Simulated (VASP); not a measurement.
Write the native input for VASP 6.6.1 that does the following.

- Task: single point
- Functional: r2SCAN
- Potentials or basis: VASP PAW PBE potentials, release 64 (Cu)
- Cutoff: 520 eV
- k mesh: 14 × 14 × 8
- Occupations: gaussian, width 0.15 eV
- Spin: no spin polarisation
- Dipole correction: no
- Further INCAR settings: ALGO = Normal; EDIFF = 1e-07; NBANDS = 18

Cu:

```
CELL_PARAMETERS angstrom
1.44769 -1.44769 -1.36931
1.44769 1.44769 -1.36931
2.89538 0.00000 2.73863
ATOMIC_POSITIONS crystal
Cu 0.00000 0.00000 0.00000
Cu 0.50000 0.50000 0.50000
```

The input as run:

POSCAR

```
Cu
1.0
    1.4476911073     -1.4476911073     -1.3693140256
    1.4476911073      1.4476911073     -1.3693140256
    2.8953822146      0.0000000000      2.7386280511
Cu
2
Direct
    0.0000000000      0.0000000000      0.0000000000
    0.5000000000      0.5000000000      0.5000000000
```

INCAR.step1

```
SYSTEM = Cu
  ALGO = Normal
  EDIFF = 1E-4
  ENCUT = 520
  GGA = PE
  ISMEAR = 0
  LASPH = .True.
  LCHARG = .False.
  LREAL = .False.
  LWAVE = .True.
  NBANDS = 18
  NELM = 60
  PREC = Accurate
  SIGMA = 0.15
```

INCAR.step2

```
SYSTEM = Cu
  ALGO = Normal
  EDIFF = 1E-7
  ENCUT = 520
  ISIF = 2
  ISMEAR = 0
  ISTART = 1
  LASPH = .True.
  LCHARG = .False.
  LMIXTAU = .True.
  LREAL = .False.
  LWAVE = .False.
  METAGGA = R2SCAN
  NBANDS = 18
  NELM = 60
  PREC = Accurate
  SIGMA = 0.15
```

KPOINTS

```
k-points
0
Gamma
  14 14 8
  0 0 0
```

Potentials or basis: VASP PAW PBE potentials, release 64 (Cu).

Launch:

```sh
$ cat potpaw_PBE.64/Cu/POTCAR > POTCAR
$ cp INCAR.step1 INCAR
$ mpirun -np 1 vasp_std > vasp.out
$ cp INCAR.step2 INCAR
$ mpirun -np 1 vasp_std > vasp.out
```

It gave:

- Pressure: 0.8 GPa
- Band gap on the k mesh: zero (bands 11 and 12 overlap by 6.55 eV)

Caveat: the PAW data sets were made with another functional, which shifts forces and pressure a little.

Wall time 5.3 min on 1 thread of Intel(R) Xeon(R) Platinum 8488C (Sapphire Rapids), on a shared host, peak memory 0.25 GiB.
